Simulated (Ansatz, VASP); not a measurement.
## NaRu: VASP beside Ansatz

```
CELL_PARAMETERS angstrom
3.30308 0.00000 0.00000
0.00000 3.30308 0.00000
0.00000 0.00000 3.30308
ATOMIC_POSITIONS crystal
Na 0.50000 0.50000 0.50000
Ru 0.00000 0.00000 0.00000
```

Alike in both runs: functional PBE; k mesh 18 × 18 × 18; occupations gaussian, width 0.1 eV; collinear spin.

Ansatz relaxed the structure, and its values are those at the end. VASP's run is a single point on that final structure, the one shown.

```csv
,VASP,Ansatz
version,VASP 6.6.1,Ansatz 0.2.0
potentials or method,"VASP PAW PBE potentials, release 64 (Na_pv, Ru_pv), cutoff 520 eV","scalar-relativistic, plane waves, PAW"
valence electrons in the cell,21,25
```

VASP gave:

* gap on the k mesh at the Fermi level (eV): none
* pressure (GPa): 0.1
* net moment per atom (μB): 0.93
* size of the moment on the site where the two differ most (μB): 1.76

Q: What did Ansatz give for the same quantities?

A: gap on the k mesh at the Fermi level (eV): none; pressure (GPa): 0.0; net moment per atom (μB): 0.93; size of the moment on the site where the two differ most (μB): 1.74.

Site moments also hang on the region over which each program counts them. A gap of «none» marks a metal or a gap that the smearing closes. The functional is the same, so the differences come from potentials, cutoffs and numerics. VASP's potentials hold 21 valence electrons a cell and Ansatz's 25, so a difference there can come from the potentials and not from the codes.
